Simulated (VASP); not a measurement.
# OsRhC4N4 (P-43m) in VASP: notebook, part 2 of 2

VASP 6.6.1.

**3. Single point, PBE, collinear spin, ferromagnetic start**

This run uses another cell than the first one, of 19.41 Å³/atom.

The input, INCAR:

```
SYSTEM = OsRhC4N4
  ALGO = Normal
  EDIFF = 1E-7
  ENCUT = 520
  GGA = PE
  ISIF = 2
  ISMEAR = 0
  ISPIN = 2
  LASPH = .True.
  LCHARG = .False.
  LMAXMIX = 4
  LORBIT = 11
  LREAL = .False.
  LWAVE = .False.
  MAGMOM = 1 1 0 0 0 0 0 0 0 0
  NBANDS = 44
  NELM = 150
  PREC = Accurate
  SIGMA = 0.1
```

The input, KPOINTS:

```
k-points
0
Gamma
  4 4 4
  0 0 0
```

The input, POSCAR:

```
OsRhC4N4
1.0
    5.7898439964      0.0000000000      0.0000000000
    0.0000000000      5.7898439964      0.0000000000
    0.0000000000      0.0000000000      5.7898439964
Os Rh C N
1 1 4 4
Direct
    0.5000000000      0.5000000000      0.5000000000
    0.0000000000      0.0000000000      0.0000000000
    0.1918463545      0.1918463545      0.1918463545
    0.1918463545      0.8081536455      0.8081536455
    0.8081536455      0.1918463545      0.8081536455
    0.8081536455      0.8081536455      0.1918463545
    0.3122001055      0.3122001055      0.3122001055
    0.3122001055      0.6877998945      0.6877998945
    0.6877998945      0.3122001055      0.6877998945
    0.6877998945      0.6877998945      0.3122001055
```

Potentials or basis: VASP PAW PBE potentials, release 64 (Os, Rh_pv, C, N).

Run with:

```sh
cat potpaw_PBE.64/Os/POTCAR potpaw_PBE.64/Rh_pv/POTCAR potpaw_PBE.64/C/POTCAR potpaw_PBE.64/N/POTCAR > POTCAR
mpirun -np 1 vasp_std > vasp.out
```

OUTCAR:

```text
SYSTEM = OsRhC4N4
   EDIFF = 1E-7
   ENCUT = 520
   GGA = PE
   ISIF = 2
   ISMEAR = 0
   ISPIN = 2
   LASPH = .True.
   LORBIT = 11
   LREAL = .False.
   NELM = 150
   PREC = Accurate

 ion  position               nearest neighbor table
   1  0.500  0.500  0.500-   7 1.88   8 1.88   9 1.88  10 1.88
   2  0.000  0.000  0.000-   3 1.92   4 1.92   5 1.92   6 1.92
   3  0.192  0.192  0.192-   7 1.21   2 1.92
   4  0.192  0.808  0.808-   8 1.21   2 1.92
   5  0.808  0.192  0.808-   9 1.21   2 1.92
   6  0.808  0.808  0.192-  10 1.21   2 1.92
   7  0.312  0.312  0.312-   3 1.21   1 1.88
   8  0.312  0.688  0.688-   4 1.21   1 1.88
   9  0.688  0.312  0.688-   5 1.21   1 1.88
  10  0.688  0.688  0.312-   6 1.21   1 1.88

  LATTYP: Found a simple cubic cell.
[... 1120 lines left out ...]
      3.98225      1.80759      3.98225         0.052902     -0.052902      0.052902
      3.98225      3.98225      1.80759         0.052902      0.052902     -0.052902
 -----------------------------------------------------------------------------------
    total drift:                               -0.000000     -0.000000      0.000000

  FREE ENERGIE OF THE ION-ELECTRON SYSTEM (eV)
  ---------------------------------------------------
  free  energy   TOTEN  =       -81.1615106135 eV

  energy  without entropy=      -81.1242440520  energy(sigma->0) =      -81.14287733

 total charge

# of ion       s       p       d       tot
------------------------------------------
    1        0.652   0.858   6.106   7.616
    2        0.465   6.524   7.043  14.033
    3        0.943   1.558   0.000   2.501
    4        0.943   1.558   0.000   2.501
    5        0.943   1.558   0.000   2.501
    6        0.943   1.558   0.000   2.501
    7        1.275   2.623   0.000   3.898
    8        1.275   2.623   0.000   3.898
    9        1.275   2.623   0.000   3.898
   10        1.275   2.623   0.000   3.898
--------------------------------------------------
tot          9.987  24.108  13.150  47.245

 magnetization (x)

# of ion       s       p       d       tot
------------------------------------------
    1        0.000  -0.000   0.000   0.000
    2        0.000   0.000   0.001   0.001
    3        0.000   0.000   0.000   0.000
    4        0.000   0.000   0.000   0.000
    5        0.000   0.000   0.000   0.000
    6        0.000   0.000   0.000   0.000
    7        0.000   0.000   0.000   0.000
    8        0.000   0.000   0.000   0.000
    9        0.000   0.000   0.000   0.000
   10        0.000   0.000   0.000   0.000
--------------------------------------------------
tot          0.000   0.000   0.001   0.002
```

OSZICAR:

```text
N       E                     dE             d eps       ncg     rms          rms(c)
DAV:   1     0.389124962446E+03    0.38912E+03   -0.29201E+04  1952   0.118E+03
DAV:   2    -0.553948859163E+02   -0.44452E+03   -0.42484E+03  2096   0.321E+02
DAV:   3    -0.940026725162E+02   -0.38608E+02   -0.37491E+02  2136   0.901E+01
[... 14 lines left out ...]
DAV:  18    -0.811615097058E+02   -0.75086E-06   -0.11423E-06  1924   0.482E-03    0.369E-03
DAV:  19    -0.811615098944E+02   -0.18864E-06   -0.18348E-07  1200   0.184E-03    0.291E-03
DAV:  20    -0.811615102315E+02   -0.33704E-06   -0.81523E-07  1616   0.341E-03    0.222E-03
DAV:  21    -0.811615105238E+02   -0.29235E-06   -0.18779E-06  1996   0.507E-03    0.159E-03
DAV:  22    -0.811615106135E+02   -0.89664E-07   -0.40791E-07  1348   0.239E-03
   1 F= -.81161511E+02 E0= -.81142877E+02  d E =-.372666E-01  mag=     0.0014
```

stdout:

```text
POSCAR found type information on POSCAR OsRhC N
 POSCAR found :  4 types and      10 ions
 scaLAPACK will be used
 LDA part: xc-table for (Slater+PW92), standard interpolation
 POSCAR, INCAR and KPOINTS ok, starting setup
 FFT: planning ... GRIDC
 FFT: planning ... GRID_SOFT
 FFT: planning ... GRID
 WAVECAR not read
 entering main loop
```

Wall time 2.2 min (1 thread of Intel Xeon 6975P-C (Granite Rapids), shared host); peak memory 0.49 GiB.

What came out:

- Free energy: -81.1615 eV
- Pressure: 0.3 GPa
- Largest force: 0.155 eV/Å
- Net moment: 0.00 μB per cell
- Valence electrons inside the program's atomic spheres: Os 7.62; Rh 14.03; C 2.50; N 3.90

Forces on the atoms (eV/Å):
```
Os   0.000  0.000  0.000
Rh   0.000  0.000  0.000
C   -0.090 -0.090 -0.090
C   -0.090  0.090  0.090
C    0.090 -0.090  0.090
C    0.090  0.090 -0.090
N   -0.053 -0.053 -0.053
N   -0.053  0.053  0.053
N    0.053 -0.053  0.053
N    0.053  0.053 -0.053
```

Caveat: spin-orbit coupling is left out, which moves the levels of the heavy elements.

**4. Single point, PBE, collinear spin, ferromagnetic start**

This run uses another cell than the first one, of 20.09 Å³/atom.

The input, INCAR:

```
SYSTEM = OsRhC4N4
PREC     = Accurate       ! precision mode
ENCUT    = 520            ! plane-wave cutoff, eV
EDIFF    = 1E-7           ! SCF threshold, eV
ISMEAR   = 0              ! smearing method
SIGMA    = 0.1            ! smearing width, eV
LREAL    = .FALSE.        ! projectors in reciprocal space
LASPH    = .TRUE.         ! aspherical terms in the spheres
NELM     = 150            ! most SCF steps
ALGO     = Normal         ! electronic algorithm
ISIF     = 2              ! what is computed and relaxed
LWAVE    = .FALSE.        ! write WAVECAR
LCHARG   = .TRUE.         ! write CHGCAR
ISPIN    = 2              ! spin polarisation
MAGMOM   = 1 1 0 0 0 0 0 0 0 0 ! initial moments
LORBIT   = 11             ! projections on sites
LMAXMIX  = 4              ! l up to which the mixer works
GGA      = PE             ! functional
LELF     = .TRUE.         ! ELF
LVHAR    = .TRUE.       
NBANDS   = 44             ! bands
```

The input, KPOINTS:

```
Automatic mesh
0
G
  4 4 4
  0 0 0
```

The input, POSCAR:

```
OsRhC4N4
1.0
    5.8566411300      0.0000000000      0.0000000000
    0.0000000000      5.8566411300      0.0000000000
    0.0000000000      0.0000000000      5.8566411300
Os Rh C N
1 1 4 4
Direct
    0.5000000000      0.5000000000      0.5000000000
    0.0000000000      0.0000000000      0.0000000000
    0.1889787100      0.1889787100      0.1889787100
    0.1889787100      0.8110212900      0.8110212900
    0.8110212900      0.1889787100      0.8110212900
    0.8110212900      0.8110212900      0.1889787100
    0.3043178200      0.3043178200      0.3043178200
    0.3043178200      0.6956821800      0.6956821800
    0.6956821800      0.3043178200      0.6956821800
    0.6956821800      0.6956821800      0.3043178200
```

Run with:

```sh
cat potpaw_PBE.64/Os/POTCAR potpaw_PBE.64/Rh_pv/POTCAR potpaw_PBE.64/C/POTCAR potpaw_PBE.64/N/POTCAR > POTCAR
mpirun -np 1 vasp_std > vasp.out
```

Run time: 3.1 min. Hardware: 1 thread of Intel Xeon 6975P-C (Granite Rapids), shared host; peak memory 0.48 GiB.

The run converged. Its results:

```yaml
Free_energy: -80.5993 eV
Pressure: 0.9 GPa
Largest_force: 4.719 eV/Å
Net_moment: 0.00 μB per cell
Valence_electrons_inside_the_program's_atomic_spheres: Os 7.12; Rh 14.07; C 2.58; N 3.91
```

Forces on the atoms (eV/Å):
```
Os   0.000  0.000  0.000
Rh   0.000  0.000  0.000
C   -1.600 -1.600 -1.600
C   -1.600  1.600  1.600
C    1.600 -1.600  1.600
C    1.600  1.600 -1.600
N    2.725  2.725  2.725
N    2.725 -2.725 -2.725
N   -2.725  2.725 -2.725
N   -2.725 -2.725  2.725
```

Levels at points of the mesh, in eV from the Fermi level:
Spin up:
```tsv
k point	band 27	band 28	band 29	band 30	band 31	band 32
(0.00, 0.00, 0.00)	-0.74	-0.74	-0.71	-0.71	0.50	0.50
(0.50, 0.00, 0.00)	-1.28	-0.85	-0.85	0.30	0.47	0.86
(0.50, 0.50, 0.00)	-1.27	-0.65	-0.65	0.35	0.47	0.66
(0.50, 0.50, 0.50)	-0.63	-0.46	-0.46	-0.46	0.44	0.44
```
Spin down:
```csv
k point,band 27,band 28,band 29,band 30,band 31,band 32
"(0.00, 0.00, 0.00)",-0.74,-0.74,-0.71,-0.71,0.50,0.50
"(0.50, 0.00, 0.00)",-1.28,-0.85,-0.85,0.30,0.47,0.86
"(0.50, 0.50, 0.00)",-1.27,-0.65,-0.65,0.35,0.47,0.66
"(0.50, 0.50, 0.50)",-0.63,-0.46,-0.46,-0.46,0.44,0.44
```

Caveat: spin-orbit coupling is left out, which moves the levels of the heavy elements; forces of over 1 eV/Å act on the atoms, so gaps and moduli don't describe the material at rest.

**5. Overview**

| spin | cell | k mesh | gap on the mesh (eV) | pressure (GPa) | moment (μB) | largest force (eV/Å) |
| --- | --- | --- | --- | --- | --- | --- |
| off | a = 5.783 Å, 10 atoms, atomic positions A | 8 × 8 × 8 | none | 0.6 | - | 0.19 |
| collinear, ferromagnetic start | a = 5.790 Å, 10 atoms, atomic positions B | 4 × 4 × 4 | none | 0.3 | 0.00 | 0.16 |
| collinear, ferromagnetic start | a = 5.857 Å, 10 atoms, atomic positions C | 4 × 4 × 4 | none | 0.9 | 0.00 | 4.72 |

Alike in all rows: task single point; level PBE; potentials or basis VASP PAW PBE potentials, release 64 (Os, Rh_pv, C, N); cutoff (eV) 520; smearing gaussian 0.1 eV.

Caveats: spin-orbit coupling is left out, which moves the levels of the heavy elements; forces of over 1 eV/Å act on the atoms, so gaps and moduli don't describe the material at rest (at least some runs).

Total energies depend on the potentials used, so only differences within one code and one set of settings carry meaning.
